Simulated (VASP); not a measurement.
## Bi: single point with PBEsol

The system is Bi.

```
CELL_PARAMETERS angstrom
2.92855 0.00000 0.00000
0.00000 2.92855 0.00000
0.00000 0.00000 2.92855
ATOMIC_POSITIONS crystal
Bi 0.00000 0.00000 0.00000
```

- Program: VASP 6.6.1
- Task: single point
- Functional: PBEsol
- Potentials or basis: VASP PAW PBE potentials, release 64 (Bi_d)
- Cutoff: 500 eV
- k mesh: 7 × 7 × 7
- Occupations: gaussian, width 0.05 eV
- Spin: no spin polarisation

```
Pressure : 29.9 GPa
```

Levels at points of the mesh, in eV from the Fermi level:
| k point | band 4 | band 5 | band 6 | band 7 | band 8 | band 9 | band 10 | band 11 |
| --- | --- | --- | --- | --- | --- | --- | --- | --- |
| (0.00, 0.00, 0.00) | -22.55 | -22.55 | -15.42 | 4.15 | 4.15 | 4.15 | 8.35 | 9.22 |

Wall time 5 s on 1 thread of Intel(R) Xeon(R) Platinum 8259CL CPU @ 2.50GHz (Skylake/Cascade Lake), on a shared host, peak memory 0.13 GiB.

Caveat: the PAW data sets were made with another functional, which shifts forces and pressure a little; spin-orbit coupling is left out, which moves the levels of the heavy elements.
